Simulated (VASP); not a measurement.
# CaO (I4mm) in VASP: further runs, part 2 of 2

VASP 6.6.1.

**3. Single point, r2SCAN (all Ca atoms moved +0.375 Å, as atom 1 along Cartesian [1 0 0])**

The input, POSCAR:

```
CaO
1.0
    0.0000000000      2.4490000000      2.4490000000
    2.4490000000      0.0000000000      2.4490000000
    2.4490000000      2.4490000000      0.0000000000
Ca O
1 1
Direct
   -0.0765618620      0.0765618620      0.0765618620
    0.5000000000      0.5000000000      0.5000000000
```

The input, INCAR.step1:

```
SYSTEM = CaO
ALGO     = Normal         ! electronic algorithm
EDIFF    = 1E-4           ! SCF threshold, eV
ENCUT    = 520            ! plane-wave cutoff, eV
GGA      = PE             ! functional
ISMEAR   = 0              ! smearing method
LASPH    = .True.         ! aspherical terms in the spheres
LCHARG   = .False.        ! write CHGCAR
LREAL    = .False.        ! projectors in reciprocal space
LWAVE    = .True.         ! write WAVECAR
NBANDS   = 15             ! bands
NELM     = 80             ! most SCF steps
PREC     = Accurate       ! precision mode
SIGMA    = 0.05           ! smearing width, eV
```

The input, INCAR.step2:

```
SYSTEM = CaO
ALGO     = Normal         ! electronic algorithm
EDIFF    = 1E-6           ! SCF threshold, eV
ENCUT    = 520            ! plane-wave cutoff, eV
ISIF     = 2              ! what is computed and relaxed
ISMEAR   = 0              ! smearing method
ISTART   = 1            
LASPH    = .True.         ! aspherical terms in the spheres
LCHARG   = .False.        ! write CHGCAR
LMIXTAU  = .True.       
LREAL    = .False.        ! projectors in reciprocal space
LWAVE    = .False.        ! write WAVECAR
METAGGA  = R2SCAN         ! meta-GGA
NBANDS   = 15             ! bands
NELM     = 80             ! most SCF steps
PREC     = Accurate       ! precision mode
SIGMA    = 0.05           ! smearing width, eV
```

The input, KPOINTS:

```
k-points
0
Gamma
  8 8 8
  0 0 0
```

Potentials or basis: VASP PAW PBE potentials, release 64 (Ca_sv, O).

The run is started by

```
> cat potpaw_PBE.64/Ca_sv/POTCAR potpaw_PBE.64/O/POTCAR > POTCAR
> cp INCAR.step1 INCAR
> mpirun -np 1 vasp_std > vasp.out
> cp INCAR.step2 INCAR
> mpirun -np 1 vasp_std > vasp.out
```

OUTCAR:

```text
SYSTEM = CaO
   EDIFF = 1E-6
   ENCUT = 520
   ISIF = 2
   ISMEAR = 0
   ISTART = 1
   LASPH = .True.
   LREAL = .False.
   METAGGA = R2SCAN
   NELM = 80
   PREC = Accurate

 ion  position               nearest neighbor table
   1  0.923  0.077  0.077-   2 2.07   2 2.48   2 2.48   2 2.48   2 2.48
   2  0.500  0.500  0.500-   1 2.07   1 2.48   1 2.48   1 2.48   1 2.48

  LATTYP: Found a face centered cubic cell.
 ALAT       =     4.8980000000

  Lattice vectors:

 A1 = (   0.0000000000,   2.4490000000,   2.4490000000)
 A2 = (   2.4490000000,   0.0000000000,   2.4490000000)
 A3 = (   2.4490000000,   2.4490000000,   0.0000000000)

Analysis of symmetry for initial positions (statically):
=====================================================================
 Subroutine PRICEL returns:
 Original cell was already a primitive cell.

 Routine SETGRP: Setting up the symmetry group for a
 face centered cubic supercell.

 Subroutine GETGRP returns: Found  8 space group operations
 (whereof  8 operations were pure point group operations)
 out of a pool of 48 trial point group operations.

The static configuration has the point symmetry C_4v.

Analysis of symmetry for dynamics (positions and initial velocities):
=====================================================================
 Subroutine PRICEL returns:
 Original cell was already a primitive cell.

 Routine SETGRP: Setting up the symmetry group for a
 face centered cubic supercell.

 Subroutine GETGRP returns: Found  8 space group operations
 (whereof  8 operations were pure point group operations)
 out of a pool of 48 trial point group operations.

The dynamic configuration has the point symmetry C_4v.

 Subroutine INISYM returns: Found  8 space group operations
 (whereof  8 operations are pure point group operations),
 and found     1 'primitive' translations

----------------------------------------------------------------------------------------

                                     Primitive cell

  volume of cell :      29.3762
[... 119 lines left out ...]
   LRPA    =     F    only Hartree local field effects (RPA)
 non-spin polarized calculation
 Gauss-broadening in eV      SIGMA  =   0.05
  energy-cutoff  :      520.00
  volume of cell :       29.38
 maximum number of plane-waves:       817
 NGX is ok and might be reduce to    28
   NGX = 13   NGY = 13   NGZ = 13

 number of electron      16.0000004 magnetization

 Free energy of the ion-electron system (eV)
  ---------------------------------------------------
  ext. energy  EPLUGINS =         0.00000000
  ---------------------------------------------------
  free energy    TOTEN  =       -19.14977309 eV

  energy without entropy =      -19.14977309  energy(sigma->0) =      -19.14977309

 E-fermi :   1.7385     XC(G=0): -10.7309

 val. band max:        1.4273805958   @ k =   0.1250   0.1250   0.0000
 cond. band min:       5.9426464443   @ k =   0.0000   0.5000   0.5000
 fundamental gap:      4.5152658485
 Fermi energy:         1.7384635372

 k-point     1 :       0.0000    0.0000    0.0000
  band No.  band energies     occupation
      1     -37.4237      2.00000
      2     -17.5755      2.00000
      3     -17.3603      2.00000
      4     -17.3603      2.00000
      5     -14.5451      2.00000
      6       1.3290      2.00000
      7       1.3290      2.00000
      8       1.3477      2.00000
      9       6.5242      0.00000
     10       8.5252      0.00000
     11       9.0343      0.00000
     12       9.0344      0.00000
     13      10.0233      0.00000
     14      10.8635      0.00000
[... 401 lines left out ...]
      2     -18.2099      2.00000
      3     -17.6358      2.00000
      4     -17.5067      2.00000
      5     -13.8601      2.00000
      6      -0.1137      2.00000
      7       0.4768      2.00000
      8       0.9870      2.00000
      9       7.7607      0.00000
     10       9.9931      0.00000
     11      10.5725      0.00000
     12      11.0834      0.00000
     13      12.1508      0.00000
     14      13.5065      0.00000
     15      16.0811      0.00000

 [... further k-points ...]

------------------------ aborting loop because EDIFF is reached ----------------------------------------

  FORCE on cell =-STRESS in cart. coord.  units (eV):
  Direction    XX          YY          ZZ          XY          YZ          ZX
  --------------------------------------------------------------------------------------
  -------------------------------------------------------------------------------------
  Total        2.5477211     -1.1058356     -1.1058356      0.0000000      0.0000000      0.0000000
  in kB      138.9524211    -60.3121502    -60.3121502      0.0000000      0.0000000      0.0000000
  external PRESSURE =       6.1093736 kB  Pullay stress =       0.0000000 kB

 VOLUME and BASIS-vectors are now :
 -----------------------------------------------------------------------------
  energy-cutoff  :      520.00
  volume of cell :       29.38
      direct lattice vectors                 reciprocal lattice vectors
     0.000000000  2.449000000  2.449000000    -0.204164965  0.204164965  0.204164965
     2.449000000  0.000000000  2.449000000     0.204164965 -0.204164965  0.204164965
     2.449000000  2.449000000  0.000000000     0.204164965  0.204164965 -0.204164965

 POSITION                                       TOTAL-FORCE (eV/Angst)
 -----------------------------------------------------------------------------------
      0.37500      2.44900      2.44900        -1.972509      0.000000      0.000000
      2.44900      2.44900      2.44900         1.972509      0.000000      0.000000
 -----------------------------------------------------------------------------------
    total drift:                               -0.002684      0.000000      0.000000

  FREE ENERGIE OF THE ION-ELECTRON SYSTEM (eV)
  ---------------------------------------------------
  free  energy   TOTEN  =       -19.1497730926 eV

  energy  without entropy=      -19.1497730926  energy(sigma->0) =      -19.14977309
```

OUTCAR.step1:

```text
SYSTEM = CaO
   EDIFF = 1E-4
   ENCUT = 520
   GGA = PE
   ISMEAR = 0
   LASPH = .True.
   LREAL = .False.
[... 653 lines left out ...]
      0.37500      2.44900      2.44900        -1.796803      0.000000      0.000000
      2.44900      2.44900      2.44900         1.796803      0.000000      0.000000
 -----------------------------------------------------------------------------------
    total drift:                               -0.000914     -0.000000     -0.000000

  FREE ENERGIE OF THE ION-ELECTRON SYSTEM (eV)
  ---------------------------------------------------
  free  energy   TOTEN  =       -12.5480333810 eV

  energy  without entropy=      -12.5480333810  energy(sigma->0) =      -12.54803338
```

It took 2.6 min on 1 thread of Intel Xeon 8259CL, shared host; peak memory 0.18 GiB.

Results:

* Free energy: -19.1498 eV
* Pressure: 0.6 GPa
* Largest force: 1.973 eV/Å
* Band gap on the k mesh: 4.52 eV (least direct gap 4.70 eV)

Forces in eV/Å, atoms in the order of the input:
```
Ca  -1.973  0.000  0.000
O    1.973  0.000  0.000
```

Stress tensor (GPa, compression positive):
```
13.90  0.00  0.00
 0.00 -6.03  0.00
 0.00  0.00 -6.03
```

Caveat: the cell differs from its parent crystal (all Ca atoms moved +0.375 Å, as atom 1 along Cartesian [1 0 0]); the stress differs along the axes, from -6 to 14 GPa; the PAW data sets were made with another functional, which shifts forces and pressure a little. A k mesh can miss the band edges.

**4. Single point, r2SCAN (all Ca atoms moved -0.250 Å, as atom 1 along Cartesian [1 0 0])**

Changes to POSCAR since step 3:

```diff
@@ -8,3 +8,3 @@
 Direct
-   -0.0765618620      0.0765618620      0.0765618620
+    0.0510412413     -0.0510412413     -0.0510412413
     0.5000000000      0.5000000000      0.5000000000
```

The input, INCAR.step1:

```
SYSTEM = CaO
  PREC = Accurate
  ENCUT = 520
  ISMEAR = 0
  SIGMA = 0.05
  LREAL = .FALSE.
  LASPH = .TRUE.
  NELM = 100
  NBANDS = 15
  GGA = PE
  ALGO = Normal
  EDIFF = 1E-4
  LWAVE = .TRUE.
  LCHARG = .FALSE.
```

The input, INCAR.step2:

```
SYSTEM = CaO
  PREC = Accurate
  ENCUT = 520
  EDIFF = 1E-7
  ISMEAR = 0
  SIGMA = 0.05
  LREAL = .FALSE.
  LASPH = .TRUE.
  NELM = 100
  ALGO = Normal
  ISIF = 2
  LWAVE = .FALSE.
  LCHARG = .TRUE.
  METAGGA = R2SCAN
  LMIXTAU = .TRUE.
  LELF = .TRUE.
  LVHAR = .TRUE.
  NBANDS = 15
  ISTART = 1
```

The input, KPOINTS:

```
Automatic mesh
0
G
  8 8 8
  0 0 0
```

The run is started by

```
> cat potpaw_PBE.64/Ca_sv/POTCAR potpaw_PBE.64/O/POTCAR > POTCAR
> cp INCAR.step1 INCAR
> mpirun -np 1 vasp_std > vasp.out
> cp INCAR.step2 INCAR
> mpirun -np 1 vasp_std > vasp.out
```

Run time: 3.2 min. Hardware: 1 thread of Intel Xeon 8259CL, shared host; peak memory 0.18 GiB.

The run converged. Its results:

```
Free energy            : -19.3261 eV
Pressure               : -3.1 GPa
Largest force          : 0.947 eV/Å
Band gap on the k mesh : 4.38 eV (least direct gap 4.63 eV)
```

Forces on the atoms (eV/Å):
```
Ca   0.947  0.000  0.000
O   -0.947  0.000  0.000
```

Stress tensor (GPa, compression positive):
```
 2.49  0.00  0.00
 0.00 -5.96  0.00
 0.00  0.00 -5.96
```

Levels at points of the mesh, in eV from the valence-band top:
| k point | band 6 | band 7 | band 8 | band 9 | band 10 | band 11 |
| --- | --- | --- | --- | --- | --- | --- |
| (0.00, 0.00, 0.00) | -0.01 | 0.00 | 0.00 | 5.07 | 6.93 | 7.16 |
| (0.50, 0.00, 0.00) | -2.30 | -0.93 | -0.90 | 7.53 | 8.40 | 9.00 |
| (0.50, 0.50, 0.00) | -1.18 | -0.51 | -0.25 | 4.81 | 8.39 | 9.64 |
| (0.00, 0.50, 0.50) | -1.04 | -0.25 | -0.25 | 4.38 | 8.24 | 9.54 |

Caveat: the cell differs from its parent crystal (all Ca atoms moved -0.250 Å, as atom 1 along Cartesian [1 0 0]); the stress differs along the axes, from -6 to 2 GPa; the PAW data sets were made with another functional, which shifts forces and pressure a little. A k mesh can miss the band edges.

**5. The runs side by side**

| cell | gap on the mesh (eV) | pressure (GPa) | largest force (eV/Å) |
| --- | --- | --- | --- |
| as given, atomic positions A | 4.62 | 6.8 | 3.75 |
| as given, atomic positions B | 4.52 | 0.6 | 1.97 |
| as given, atomic positions C | 4.38 | -3.1 | 0.95 |

Alike in all rows: task single point; level r2SCAN; potentials or basis VASP PAW PBE potentials, release 64 (Ca_sv, O); no spin polarisation; k mesh 8 × 8 × 8; cutoff (eV) 520; smearing gaussian 0.05 eV.

Caveats: the PAW data sets were made with another functional, which shifts forces and pressure a little; the stress differs along the axes, from -6 to 32 GPa (at least some runs); the stress differs along the axes, from -6 to 14 GPa (at least some runs); the stress differs along the axes, from -6 to 2 GPa (at least some runs).

Total energies depend on the potentials used, so only differences within one code and one set of settings carry meaning.
